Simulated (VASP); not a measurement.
CaScBr5:

```
CELL_PARAMETERS angstrom
5.11244 0.00000 0.00000
0.00000 5.11244 0.00000
0.00000 0.00000 8.90784
ATOMIC_POSITIONS crystal
Ca 0.00000 0.00000 0.50000
Sc 0.50000 0.50000 0.00000
Br 0.00000 0.00000 0.00000
Br 0.50000 0.00000 0.70479
Br 0.00000 0.50000 0.70479
Br 0.50000 0.00000 0.29521
Br 0.00000 0.50000 0.29521
```

- Program: VASP 6.6.1
- Task: relaxation of cell and atoms
- Functional: PBEsol
- Potentials or basis: VASP PAW PBE potentials, release 64 (Ca_sv, Sc_sv, Br)
- Cutoff: 600 eV
- k mesh: 4 × 4 × 2
- Occupations: fermi-dirac, width 0.03 eV
- Spin: no spin polarisation

At the start: pressure -6.3 GPa; volume 33.26 Å³/atom.

Where does the relaxation end?

Over 11 steps the energy falls by 272.7 meV/atom and the volume is 25.43 Å³/atom (-23.5 %); space group P4/mmm (No. 123, to 0.1 Å) before and after.

The path:
| step | energy change (eV) | largest force (eV/Å) | pressure (GPa) | volume (Å³) |
| --- | --- | --- | --- | --- |
| 1 | 0.0000 | 0.4413 | -6.25 | 232.82 |
| 2 | -1.3305 | 0.7401 | -2.39 | 191.73 |
| 3 | -1.4643 | 0.8533 | 0.25 | 179.21 |
| 4 | -1.4656 | 0.8681 | 0.65 | 177.69 |
| 5 | -1.6547 | 0.6740 | 0.75 | 176.23 |
| 6 | -1.8695 | 0.0339 | 1.90 | 171.49 |
| 7 | -1.8821 | 0.0474 | -1.29 | 183.52 |
| 8 | -1.9069 | 0.0154 | 0.04 | 177.95 |
| 9 | -1.9069 | 0.0146 | 0.07 | 177.82 |
| 10 | -1.9080 | 0.0105 | 0.05 | 177.91 |
| 11 | -1.9086 | 0.0050 | 0.02 | 178.03 |

Final structure:
```xyz
7
Lattice="4.8970 0.0000 0.0000 0.0000 4.8970 0.0000 0.0000 0.0000 7.4238" Properties=species:S:1:pos:R:3 pbc="T T T"
Ca    0.0000    0.0000    3.7119
Sc    2.4485    2.4485    0.0000
Br    0.0000    0.0000    0.0000
Br    2.4485    0.0000    5.4445
Br    0.0000    2.4485    5.4445
Br    2.4485    4.8970    1.9793
Br    0.0000    2.4485    1.9793
```

Caveat: the volume moved by over 15 % at a fixed basis, so the end points are rough; the PAW data sets were made with another functional, which shifts forces and pressure a little.
